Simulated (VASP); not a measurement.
Runs of VASP 6.6.1 on Si. The structure is that of space group Fm-3m (No. 225), or close to it. The cells are those of the table. 

| cell | k mesh | gap on the mesh (eV) | pressure (GPa) |
| --- | --- | --- | --- |
| a = 2.699 Å, angles 60.0°, 1 atom | 48 × 48 × 48 | none | 3.6 |
| a = 2.772 Å, angles 60.0°, 1 atom | 24 × 24 × 24 | none | -3.1 |
| a = 2.736 Å, angles 60.0°, 1 atom | 24 × 24 × 24 | none | -0.1 |
| a = 2.790 Å, angles 60.0°, 1 atom | 24 × 24 × 24 | none | (a) |
| a = 2.754 Å, angles 60.0°, 1 atom | 24 × 24 × 24 | none | -1.7 |
| a = 2.680 Å, angles 60.0°, 1 atom | 48 × 48 × 48 | none | 5.7 |
| a = 2.699 Å, angles 60.0°, 1 atom | 24 × 24 × 24 | none | 3.6 |
| a = 2.718 Å, angles 60.0°, 1 atom | 24 × 24 × 24 | none | (b) |

Alike in all rows: task single point; level PBE; potentials or basis VASP PAW PBE potentials, release 64 (Si); no spin polarisation; cutoff (eV) 500; smearing fermi-dirac 0.0612256 eV.

**Question.** Fill in the values left out.

**Answer.** (a) -4.4; (b) 1.7.

A gap of «none» marks levels without a gap at the run's occupations.
